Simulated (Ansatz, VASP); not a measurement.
**Li2S: VASP beside Ansatz**

File INCAR:

```
ALGO     = Normal         # electronic algorithm
EDIFF    = 1E-8           # SCF threshold, eV
ENCUT    = 650            # plane-wave cutoff, eV
GGA_COMPAT= False        
ISIF     = 2              # what is computed and relaxed
ISMEAR   = -1             # smearing method
LASPH    = True           # aspherical terms in the spheres
LCHARG   = False          # write CHGCAR
LEFG     = True         
LREAL    = False          # projectors in reciprocal space
LWAVE    = False          # write WAVECAR
NBANDS   = 13             # bands
NELM     = 120            # most SCF steps
PREC     = Accurate       # precision mode
SIGMA    = 0.02           # smearing width, eV
```

KPOINTS

```
k-points
0
Gamma
  7 7 7
```

The input POSCAR:

```
Li2S
1.0
    0.0000000000      2.8348450604      2.8348450604
    2.8348450604      0.0000000000      2.8348450604
    2.8348450604      2.8348450604      0.0000000000
Li S
2 1
Direct
    0.2500000000      0.2500000000      0.2500000000
    0.7500000000      0.7500000000      0.7500000000
    0.0000000000      0.0000000000      0.0000000000
```

Input for Ansatz:

```yaml
crystal:
  lattice:
    - [0.0, 2.8348450604, 2.8348450604]
    - [2.8348450604, 0.0, 2.8348450604]
    - [2.8348450604, 2.8348450604, 0.0]
  atoms:
    - { symbol: Li, position: [0.25, 0.25, 0.25] }
    - { symbol: Li, position: [0.75, 0.75, 0.75] }
    - { symbol: S, position: [0.0, 0.0, 0.0] }
kpoints:
  mp_grid: { grid: [7, 7, 7] }
scf:
  occupations: { method: fermi_dirac, width: 0.02 }
hamiltonian:
  xc: lda
  pseudopotentials: { kind: paw }
output:
  forces: true
  stress: true
  eigenvalues: true
  efg: { contact_densities: true }
```

Change from the starting cell: volume scaled by 0.98, PAW files.

Alike in both runs: task electric field gradients; functional LDA; k mesh 7 × 7 × 7; occupations fermi-dirac, width 0.02 eV; no spin polarisation.

```csv
,VASP,Ansatz
version,VASP 6.6.1,Ansatz 0.2.0
potentials or method,"VASP PAW LDA potentials, release 64 (Li_sv, S)","PAW with Ansatz's default frozen-core files, scalar-relativistic"
plane-wave cutoff (eV),650,420
valence electrons in the cell,12,12
```

```csv
,VASP,Ansatz,Ansatz less VASP
gap on the k mesh at the Fermi level (eV),3.31,3.31,-0.001
pressure (GPa),-2.4,-2.3,+0.13
```

LDA's correlation is that of Perdew and Zunger in VASP and of Perdew and Wang (1992) in Ansatz.
